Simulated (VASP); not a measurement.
Runs of VASP 6.6.1 on P. The structure is that of space group Pmna (No. 53), or close to it. The cells are those of the table. 

```csv
cell,gap on the mesh (eV),largest force (eV/Å)
"a = 3.037, b = 32.243, c = 4.632 Å, 4 atoms",1.22,1.75
"a = 3.161, b = 33.550, c = 4.632 Å, 4 atoms",1.28,0.76
"a = 2.791, b = 29.628, c = 4.632 Å, 4 atoms",0.64,4.65
"a = 2.914, b = 30.936, c = 4.632 Å, 4 atoms",(a),3.02
```

Alike in all rows: task single point; level r2SCAN; potentials or basis VASP PAW PBE potentials, release 64 (P); no spin polarisation; k mesh 8 × 1 × 6; cutoff (eV) 520; smearing gaussian 0.05 eV.

Fill in the values left out.

(a) 1.07.

Caveats: there is no dipole correction, which matters where the two faces differ; the PAW data sets were made with another functional, which shifts forces and pressure a little.

A k mesh can miss the band edges.
